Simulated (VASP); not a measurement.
# Sn2H3Br (P3m1) in VASP: further runs

Sn2H3Br is run at these levels: PBE; tasks: single point, relaxation of shape and atoms at fixed volume, relaxation of cell and atoms.

All numbers are computed with VASP 6.6.1; they aren't measurements. Logs are shortened: lines on timing, memory, paths and dates and some standing lists are left out, and cuts for length are marked.

## (1) The cell of the first run

It takes space group P3m1 (No. 156, trigonal). Conventional cell: a = 4.796 Å, b = 4.796 Å, c = 8.635 Å, α = 90.00°, β = 90.00°, γ = 120.00°. Within 2.3 Å of Sn (site symmetry 3m) lie 1 H at 1.74 Å. Within 3.3 Å of Sn (site symmetry 3m) lie 1 Br at 2.53 Å and 3 Sn at 2.87 Å. Within 2.3 Å of H (site symmetry 3m) lie 1 Sn at 1.74 Å. Within 1.0 Å of H (site symmetry 3m) lie 1 H at 0.75 Å. H (site symmetry 3m) has 1 H at 0.75 Å within 1.0 Å. Within 3.4 Å of Br (site symmetry 3m) lie 1 Sn at 2.53 Å and 3 H at 3.40 Å.

## (2) Single point, PBE (28.67 Å³/atom)

Input file INCAR:

```
ALGO = Normal
EDIFF = 1E-6
ENCUT = 520
GGA = PE
ISIF = 2
ISMEAR = 0
LASPH = T
LCHARG = T
LELF = T
LREAL = F
LVHAR = T
LWAVE = F
NBANDS = 28
NELM = 80
PREC = Accurate
SIGMA = 0.1
```

Input file KPOINTS:

```
k-points
0
Gamma
  6 6 4
```

Input file POSCAR:

```
Sn2H3Br
1.0
    4.7959796180      0.0000000000      0.0000000000
   -2.3979898090      4.1534401852      0.0000000000
    0.0000000000      0.0000000000      8.6349590697
Sn H Br
2 3 1
Direct
    0.6666666667      0.3333333333      0.1254824752
    0.3333333333      0.6666666667      0.0371188766
    0.6666666667      0.3333333333      0.3269785897
    0.0000000000      0.0000000000      0.4295912331
    0.0000000000      0.0000000000      0.5165776857
    0.3333333333      0.6666666667      0.7442511397
```

Potentials or basis: VASP PAW PBE potentials, release 64 (Sn_d, H, Br).

Command:

```bash
cat potpaw_PBE.64/Sn_d/POTCAR potpaw_PBE.64/H/POTCAR potpaw_PBE.64/Br/POTCAR > POTCAR
mpirun -np 1 vasp_std > vasp.out
```

OUTCAR:

```text
EDIFF = 1E-6
   ENCUT = 520
   GGA = PE
   ISIF = 2
   ISMEAR = 0
   LASPH = T
   LREAL = F
   NELM = 80
   PREC = Accurate

 ion  position               nearest neighbor table
   1  0.667  0.333  0.125-   3 1.74   2 2.87   2 2.87   2 2.87
   2  0.333  0.667  0.037-   6 2.53   1 2.87   1 2.87   1 2.87
   3  0.667  0.333  0.327-   1 1.74
   4  0.000  0.000  0.430-   5 0.75
   5  0.000  0.000  0.517-   4 0.75
   6  0.333  0.667  0.744-   2 2.53

  LATTYP: Found a hexagonal cell.
 ALAT       =     4.7959796180
 C/A-ratio  =     1.8004578329

  Lattice vectors:

 A1 = (   4.7959796180,   0.0000000000,   0.0000000000)
 A2 = (  -2.3979898090,   4.1534401852,   0.0000000000)
 A3 = (   0.0000000000,   0.0000000000,   8.6349590697)

Analysis of symmetry for initial positions (statically):
=====================================================================
 Subroutine PRICEL returns:
 Original cell was already a primitive cell.

 Routine SETGRP: Setting up the symmetry group for a
 hexagonal supercell.

 Subroutine GETGRP returns: Found  6 space group operations
 (whereof  6 operations were pure point group operations)
 out of a pool of 24 trial point group operations.

The static configuration has the point symmetry C_3v.

Analysis of symmetry for dynamics (positions and initial velocities):
=====================================================================
 Subroutine PRICEL returns:
 Original cell was already a primitive cell.

 Routine SETGRP: Setting up the symmetry group for a
 hexagonal supercell.

 Subroutine GETGRP returns: Found  6 space group operations
 (whereof  6 operations were pure point group operations)
 out of a pool of 24 trial point group operations.

The dynamic configuration has the point symmetry C_3v.

 Subroutine INISYM returns: Found  6 space group operations
 (whereof  6 operations are pure point group operations),
 and found     1 'primitive' translations

----------------------------------------------------------------------------------------

                                     Primitive cell

  volume of cell :     172.0068

[... 90 lines left out ...]
   LNONCOLLINEAR =      F non collinear calculations
   LSORBIT =      F    spin-orbit coupling
   LASPH  =      T    aspherical Exc in radial PAW
   ENCUT  =  520.0 eV  38.22 Ry    6.18 a.u.   8.92  8.92 16.06*2*pi/ulx,y,z
   NELM   =     80;   NELMIN=  2; NELMDL= -5     # of ELM steps
   EDIFF  = 0.1E-05   stopping-criterion for ELM
   LREAL  =      F    real-space projection
   EDIFFG = 0.1E-04   stopping-criterion for IOM
   NSW    =      0    number of steps for IOM
   IBRION =     -1    ionic relax: 0-MD 1-quasi-New 2-CG
   NFREE  =      0    steps in history (QN), initial steepest desc. (CG)
   ISIF   =      2    stress and relaxation
   ISYM   =      2    0-nonsym 1-usesym 2-fastsym
   POTIM  = 0.5000    time-step for ionic-motion
   TEBEG  =    0.0;   TEEND  =   0.0 temperature during run
   PSTRESS=    0.0 pullay stress
   NELECT =      38.0000    total number of electrons
   NUPDOWN=      -1.0000    fix difference up-down
   EMIN   =  10.00;   EMAX   =-10.00  energy-range for DOS
   EFERMI =   0.00;   METHOD = LEGACY
   ISMEAR =     0;   SIGMA  =   0.10  broadening in eV -4-tet -1-fermi 0-gaus
   EFERMI_NEDOS =   21; number of points for ismear=-14 and -15
   IALGO  =     38    algorithm
   IMIX   =      4    mixing-type and parameters
     AMIX     =   0.40;   BMIX     =  1.00
     AMIX_MAG =   1.60;   BMIX_MAG =  1.00
  volume/ion in A,a.u.               =      28.67       193.46
  Fermi-wavevector in a.u.,A,eV,Ry     =   0.989663  1.870193 13.326004  0.979434
  Thomas-Fermi vector in A             =   2.121278
   LORBIT       =      0    0 simple, 1 ext, 2 COOP (PROOUT), +10 PAW based schemes
   GGA     = PE    functional components
   LHFCALC =     F    Hartree Fock is set to
   AEXX    =    0.0000 exact exchange contribution
   IVDW    =     0    specifies the selected vdW correction
   LEPSILON=     F    determine dielectric tensor
   LRPA    =     F    only Hartree local field effects (RPA)
 non-spin polarized calculation
 Gauss-broadening in eV      SIGMA  =   0.10
  energy-cutoff  :      520.00
  volume of cell :      172.01
 maximum number of plane-waves:      4662
   NGX = 17   NGY = 17   NGZ = 33

 number of electron      37.9999991 magnetization

 Free energy of the ion-electron system (eV)
  ---------------------------------------------------
  ext. energy  EPLUGINS =         0.00000000
  ---------------------------------------------------
  free energy    TOTEN  =       -19.91985411 eV

  energy without entropy =      -19.91575613  energy(sigma->0) =      -19.91780512

 E-fermi :   0.1530     XC(G=0):  -6.7050

 val. band max:        0.1499011920   @ k =   0.0000   0.0000   0.2500
 cond. band min:       0.1603857197   @ k =   0.0000   0.0000   0.5000
 fundamental gap:      0.0104845277
 Fermi energy:         0.1529731407

 k-point     1 :       0.0000    0.0000    0.0000
  band No.  band energies     occupation
      1     -21.1800      2.00000
      2     -21.1545      2.00000
      3     -21.1545      2.00000
      4     -21.1008      2.00000
      5     -21.1008      2.00000
      6     -20.7672      2.00000
[... 733 lines left out ...]
     27       7.7607      0.00000
     28       8.0294      0.00000

------------------------ aborting loop because EDIFF is reached ----------------------------------------

  FORCE on cell =-STRESS in cart. coord.  units (eV):
  Direction    XX          YY          ZZ          XY          YZ          ZX
  --------------------------------------------------------------------------------------
  -------------------------------------------------------------------------------------
  Total        0.1437426      0.1437426      0.0893750      0.0000000      0.0000000      0.0000000
  in kB        1.3389077      1.3389077      0.8324944      0.0000000      0.0000000      0.0000000
  external PRESSURE =       1.1701032 kB  Pullay stress =       0.0000000 kB

 VOLUME and BASIS-vectors are now :
 -----------------------------------------------------------------------------
  energy-cutoff  :      520.00
  volume of cell :      172.01
      direct lattice vectors                 reciprocal lattice vectors
     4.795979618  0.000000000  0.000000000     0.208507975  0.120382136  0.000000000
    -2.397989809  4.153440185  0.000000000     0.000000000  0.240764271  0.000000000
     0.000000000  0.000000000  8.634959070     0.000000000  0.000000000  0.115808308

 POSITION                                       TOTAL-FORCE (eV/Angst)
 -----------------------------------------------------------------------------------
      2.39799      1.38448      1.08354         0.000000     -0.000000      0.014330
     -0.00000      2.76896      0.32052        -0.000000     -0.000000      0.001044
      2.39799      1.38448      2.82345        -0.000000     -0.000000     -0.015779
      0.00000      0.00000      3.70950        -0.000000     -0.000000      0.015391
      0.00000      0.00000      4.46063        -0.000000     -0.000000     -0.015175
     -0.00000      2.76896      6.42658         0.000000      0.000000      0.000189
 -----------------------------------------------------------------------------------
    total drift:                                0.000000     -0.000000      0.000575

  FREE ENERGIE OF THE ION-ELECTRON SYSTEM (eV)
  ---------------------------------------------------
  free  energy   TOTEN  =       -19.9198541059 eV

  energy  without entropy=      -19.9157561323  energy(sigma->0) =      -19.91780512
```

It took 1.8 min on 1 thread of Intel Xeon Platinum 8259CL at 2.50GHz (Skylake/Cascade Lake), shared host; peak memory 0.32 GiB.

What came out:

```
Free energy   : -19.9199 eV
Pressure      : 0.1 GPa
Largest force : 0.016 eV/Å
```

Forces on the atoms (eV/Å):
```
Sn   0.000  0.000  0.014
Sn   0.000  0.000  0.001
H    0.000  0.000 -0.016
H    0.000  0.000  0.015
H    0.000  0.000 -0.015
Br   0.000  0.000  0.000
```

Levels at points of the mesh, in eV from the Fermi level:
| k point | band 15 | band 16 | band 17 | band 18 | band 19 | band 20 | band 21 | band 22 | band 23 | band 24 |
| --- | --- | --- | --- | --- | --- | --- | --- | --- | --- | --- |
| (0.00, 0.00, 0.00) | -2.36 | -1.76 | -1.76 | -0.04 | -0.04 | -0.01 | 2.51 | 3.27 | 3.27 | 5.43 |
| (0.50, 0.00, 0.00) | -3.14 | -2.68 | -2.11 | -1.77 | -0.90 | 1.30 | 2.92 | 4.36 | 5.56 | 5.89 |
| (0.00, 0.00, 0.50) | -2.34 | -1.75 | -1.75 | -0.05 | -0.05 | 0.01 | 2.80 | 3.27 | 3.27 | 4.87 |
| (0.50, 0.00, 0.50) | -3.11 | -2.73 | -2.10 | -1.72 | -0.92 | 1.33 | 2.67 | 4.19 | 5.73 | 6.22 |

Caveat: spin-orbit coupling is left out, which moves the levels of the heavy elements.

## (3) Relaxation of shape and atoms at fixed volume, PBE (28.67 Å³/atom)

Input file INCAR:

```
SYSTEM = Sn2H3Br
PREC = Accurate
ENCUT = 600
EDIFF = 1E-7
ISMEAR = 0
SIGMA = 0.1
LREAL = .False.
LASPH = .True.
NELM = 80
ALGO = Normal
ISIF = 4
LWAVE = .False.
LCHARG = .False.
GGA = PE
IBRION = 2
NSW = 50
EDIFFG = -0.01
```

Input file KPOINTS:

```
regular mesh
0
Gamma
  6 6 4
  0 0 0
```

Input file POSCAR:

```
Sn2H3Br
1.0
    4.7483471350      0.0000000000      0.0000000000
   -2.3741735675      4.1121892449      0.0000000000
    0.0000000000      0.0000000000      8.8090691360
Sn H Br
2 3 1
Direct
    0.6666666667      0.3333333333      0.1206307430
    0.3333333333      0.6666666667      0.0349565415
    0.6666666667      0.3333333333      0.3162061019
    0.0000000000      0.0000000000      0.4363863982
    0.0000000000      0.0000000000      0.5207397542
    0.3333333333      0.6666666667      0.7510804613
```

Potentials or basis: VASP PAW PBE potentials, release 64 (Sn_d, H, Br).

Command:

```bash
cat potpaw_PBE.64/Sn_d/POTCAR potpaw_PBE.64/H/POTCAR potpaw_PBE.64/Br/POTCAR > POTCAR
mpirun -np 1 vasp_std > vasp.out
```

Run time: 26 min. Hardware: 1 thread of Intel Xeon Platinum 8259CL at 2.50GHz (Skylake/Cascade Lake), shared host; peak memory 0.4 GiB.

The run converged. Its results:

| Property | Result |
| --- | --- |
| Free energy | -19.9216 eV |
| Energy gained by relaxing | 1.9 meV/atom |
| Ionic steps | 25 |
| Pressure after relaxing | 0.2 GPa |
| Largest force after relaxing | 0.007 eV/Å |

Forces in eV/Å, atoms in the order of the input:
```
Sn   0.000  0.000  0.006
Sn   0.000  0.000 -0.006
H    0.000  0.000  0.005
H    0.000  0.000 -0.007
H    0.000  0.000 -0.004
Br   0.000  0.000  0.006
```

Step by step:
| step | energy change (eV) | largest force (eV/Å) | pressure (GPa) | volume (Å³) |
| --- | --- | --- | --- | --- |
| 1 | 0.0000 | 0.3000 | 0.86 | 172.01 |
| 2 | 0.0049 | 0.6846 | 0.33 | 172.01 |
| 3 | -0.0035 | 0.1549 | 0.65 | 172.01 |
| 4 | -0.0047 | 0.1173 | 0.57 | 172.01 |
| 5 | -0.0047 | 0.1017 | 0.58 | 172.01 |
| 6 | -0.0060 | 0.0832 | 0.54 | 172.01 |
| 7 | -0.0078 | 0.1234 | 0.41 | 172.01 |
| 8 | -0.0088 | 0.0414 | 0.37 | 172.01 |
| 9 | -0.0090 | 0.0658 | 0.34 | 172.01 |
| 10 | -0.0092 | 0.1063 | 0.27 | 172.01 |
| 11 | -0.0093 | 0.0738 | 0.29 | 172.01 |
| 12 | -0.0097 | 0.0625 | 0.28 | 172.01 |
| 13 | -0.0106 | 0.0525 | 0.25 | 172.01 |
| 14 | -0.0111 | 0.0681 | 0.21 | 172.01 |
| 15 | -0.0112 | 0.0549 | 0.13 | 172.01 |
| 16 | -0.0113 | 0.0371 | 0.15 | 172.01 |
| 17 | -0.0113 | 0.0207 | 0.16 | 172.01 |
| 18 | -0.0113 | 0.0247 | 0.16 | 172.01 |
| 19 | -0.0113 | 0.0152 | 0.15 | 172.01 |
| 20 | -0.0113 | 0.0132 | 0.15 | 172.01 |
| 21 | -0.0114 | 0.0124 | 0.16 | 172.01 |
| 22 | -0.0114 | 0.0197 | 0.18 | 172.01 |
| 23 | -0.0114 | 0.0139 | 0.18 | 172.01 |
| 24 | -0.0114 | 0.0244 | 0.19 | 172.01 |
| 25 | -0.0114 | 0.0066 | 0.18 | 172.01 |

Final structure:
```
CELL_PARAMETERS angstrom
4.79593 0.00000 0.00000
-2.39796 4.15339 0.00000
0.00000 0.00000 8.63515
ATOMIC_POSITIONS crystal
Sn 0.66667 0.33333 0.12303
Sn 0.33333 0.66667 0.03494
H 0.66667 0.33333 0.32437
H 0.00000 0.00000 0.43433
H 0.00000 0.00000 0.52123
Br 0.33333 0.66667 0.74210
```

Levels at points of the mesh, in eV from the Fermi level:
```tsv
k point	band 17	band 18	band 19	band 20	band 21	band 22
(0.00, 0.00, 0.00)	-1.75	-0.04	-0.04	-0.02	2.53	3.27
(0.50, 0.00, 0.00)	-2.10	-1.76	-0.90	1.31	2.92	4.38
(0.00, 0.00, 0.50)	-1.75	-0.05	-0.05	0.01	2.81	3.27
(0.50, 0.00, 0.50)	-2.09	-1.71	-0.92	1.33	2.68	4.21
```

Caveat: spin-orbit coupling is left out, which moves the levels of the heavy elements.

## (4) Relaxation of cell and atoms, PBE

This run uses another cell than the first one, of 31.50 Å³/atom.

Input file INCAR:

```
SYSTEM = Sn2H3Br
PREC = Accurate
ENCUT = 600
EDIFF = 1E-6
ISMEAR = 0
SIGMA = 0.1
LREAL = .FALSE.
LASPH = .TRUE.
NELM = 80
ALGO = Normal
ISIF = 3
LWAVE = .FALSE.
LCHARG = .FALSE.
GGA = PE
IBRION = 2
NSW = 100
EDIFFG = -0.01
```

Input file KPOINTS:

```
regular mesh
0
G
  6 6 4
  0 0 0
```

Input file POSCAR:

```
Sn2H3Br
1.0
    4.8195284439      0.0000000000      0.0000000000
   -2.4097642220      4.1738340667      0.0000000000
    0.0000000000      0.0000000000      9.3964639749
Sn H Br
2 3 1
Direct
    0.6666666667      0.3333333333      0.1121429332
    0.3333333333      0.6666666667      0.0316876771
    0.6666666667      0.3333333333      0.2978504041
    0.0000000000      0.0000000000      0.4478236662
    0.0000000000      0.0000000000      0.5277404956
    0.3333333333      0.6666666667      0.7627548238
```

Command:

```bash
cat potpaw_PBE.64/Sn_d/POTCAR potpaw_PBE.64/H/POTCAR potpaw_PBE.64/Br/POTCAR > POTCAR
mpirun -np 1 vasp_std > vasp.out
```

It took 5 min on 1 thread of Intel Xeon Platinum 8259CL at 2.50GHz (Skylake/Cascade Lake), shared host; peak memory 0.45 GiB.

It converged, with:

```yaml
Free_energy: -19.9321 eV
Relaxed_volume: 31.47 Å³/atom
Relaxed_cell: a = 4.817 Å, b = 4.817 Å, c = 9.396 Å, α = 90.00°, β = 90.00°, γ = 120.00°
Space_group_after_relaxing_to_0.1_Å: P3m1 (No. 156)
Energy_gained_by_relaxing: 0.0 meV/atom
Ionic_steps: 4
Pressure_after_relaxing: 0.0 GPa
Largest_force_after_relaxing: 0.008 eV/Å
Band_gap_on_the_k_mesh: zero (filled and empty bands touch)
```

Forces on the atoms (eV/Å):
```
Sn   0.000  0.000 -0.006
Sn   0.000  0.000 -0.002
H    0.000  0.000  0.006
H    0.000  0.000 -0.008
H    0.000  0.000  0.007
Br   0.000  0.000  0.002
```

Final structure:
```
CELL_PARAMETERS angstrom
4.81738 0.00000 0.00000
-2.40869 4.17197 0.00000
0.00000 0.00000 9.39572
ATOMIC_POSITIONS crystal
Sn 0.66667 0.33333 0.11224
Sn 0.33333 0.66667 0.03172
H 0.66667 0.33333 0.29774
H 0.00000 0.00000 0.44785
H 0.00000 0.00000 0.52771
Br 0.33333 0.66667 0.76274
```

Levels at points of the mesh, in eV from the Fermi level:
```csv
k point,band 16,band 17,band 18,band 19,band 20,band 21,band 22,band 23
"(0.00, 0.00, 0.00)",-1.70,-1.70,-0.06,-0.02,-0.02,2.64,3.28,3.28
"(0.50, 0.00, 0.00)",-2.65,-2.05,-1.69,-0.86,1.31,2.90,4.36,5.64
"(0.00, 0.00, 0.50)",-1.70,-1.70,-0.05,-0.02,-0.02,2.76,3.28,3.28
"(0.50, 0.00, 0.50)",-2.67,-2.05,-1.68,-0.86,1.33,2.79,4.27,5.73
```

Caveat: spin-orbit coupling is left out, which moves the levels of the heavy elements.

## (5) Overview

```tsv
task	cell	cutoff (eV)	pressure (GPa)	relaxed volume (Å³/atom)	largest force (eV/Å)
single point	a = 4.796, b = 4.796, c = 8.635 Å, angles 90.0, 90.0, 120.0°, 6 atoms, atomic positions A	520	0.1	-	0.02
relaxation of shape and atoms at fixed volume	relaxed from a = 4.748, b = 4.748, c = 8.809 Å, angles 90.0, 90.0, 120.0°, 6 atoms, atomic positions B	600	0.2	28.67	0.01
relaxation of cell and atoms	relaxed from a = 4.820, b = 4.820, c = 9.396 Å, angles 90.0, 90.0, 120.0°, 6 atoms, atomic positions C	600	0.0	31.47	0.01
```

Alike in all rows: level PBE; potentials or basis VASP PAW PBE potentials, release 64 (Sn_d, H, Br); no spin polarisation; k mesh 6 × 6 × 4; smearing gaussian 0.1 eV.

Caveats: spin-orbit coupling is left out, which moves the levels of the heavy elements.

Total energies depend on the potentials used, so only differences within one code and one set of settings carry meaning.
